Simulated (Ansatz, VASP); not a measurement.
## PbO2 in VASP and in Ansatz

The input INCAR:

```
SYSTEM = PbO2
PREC     = Accurate       ! precision mode
ENCUT    = 520            ! plane-wave cutoff, eV
EDIFF    = 1E-6           ! SCF threshold, eV
ISMEAR   = -1             ! smearing method
SIGMA    = 0.025          ! smearing width, eV
LREAL    = .False.        ! projectors in reciprocal space
LASPH    = .True.         ! aspherical terms in the spheres
NELM     = 100            ! most SCF steps
ALGO     = Normal         ! electronic algorithm
ISIF     = 2              ! what is computed and relaxed
LWAVE    = .False.        ! write WAVECAR
LCHARG   = .True.         ! write CHGCAR
GGA      = B5             ! functional
ALDAX    = 1.0          
AGGAX    = 1.0          
AGGAC    = 1.0          
ALDAC    = 0.0          
IVDW     = 13             ! dispersion correction
VDW_S6   = 1.0          
VDW_S8   = 2.34076671   
VDW_A1   = 0.44488865   
VDW_A2   = 4.0933009    
LELF     = .True.         ! ELF
LVHAR    = .True.       
NBANDS   = 20             ! bands
```

Contents of KPOINTS:

```
regular mesh
0
Gamma
  9 9 9
  0 0 0
```

The input POSCAR:

```
PbO2
1.0
    0.0000000000      2.7198865082      2.7198865082
    2.7198865082      0.0000000000      2.7198865082
    2.7198865082      2.7198865082      0.0000000000
Pb O
1 2
Direct
    0.0000000000      0.0000000000      0.0000000000
    0.7500000000      0.7500000000      0.7500000000
    0.2500000000      0.2500000000      0.2500000000
```

File input.yaml:

```yaml
crystal:
  lattice:
    - [0.0, 2.7198865082, 2.7198865082]
    - [2.7198865082, 0.0, 2.7198865082]
    - [2.7198865082, 2.7198865082, 0.0]
  atoms:
    - { symbol: Pb, position: [0.0, 0.0, 0.0] }
    - { symbol: O, position: [0.75, 0.75, 0.75] }
    - { symbol: O, position: [0.25, 0.25, 0.25] }
hamiltonian:
  xc: blyp
  pseudopotentials: { kind: paw, xc_functional: lda, accuracy: standard }
  dispersion: d4
kpoints:
  mp_grid: { grid: [9, 9, 9] }
scf:
  occupations: { method: fermi_dirac, width: 0.025 }
output:
  forces: true
  stress: true
  eigenvalues: true
  write_density: true
  write_potential: true
  elf: true
  volumetric_format: npy
```

Alike in both runs: task single point; functional BLYP; dispersion D4; k mesh 9 × 9 × 9; occupations fermi-dirac, width 0.025 eV; no spin polarisation.

```csv
,VASP,Ansatz
version,VASP 6.6.1,Ansatz 0.2.0
potentials or method,"VASP PAW PBE potentials, release 64 (Pb_d, O)",JTH PAW LDA
plane-wave cutoff (eV),520,1800
valence electrons in the cell,26,26
```

|  | VASP | Ansatz | Ansatz less VASP |
| --- | --- | --- | --- |
| gap on the k mesh at the Fermi level (eV) | none | none | - |
| pressure (GPa) | -1.7 | -1.9 | -0.25 |

VASP's potentials were made for PBE, not for BLYP. A gap of «none» marks a metal or a gap that the smearing closes.

Neither program's run includes spin-orbit coupling.
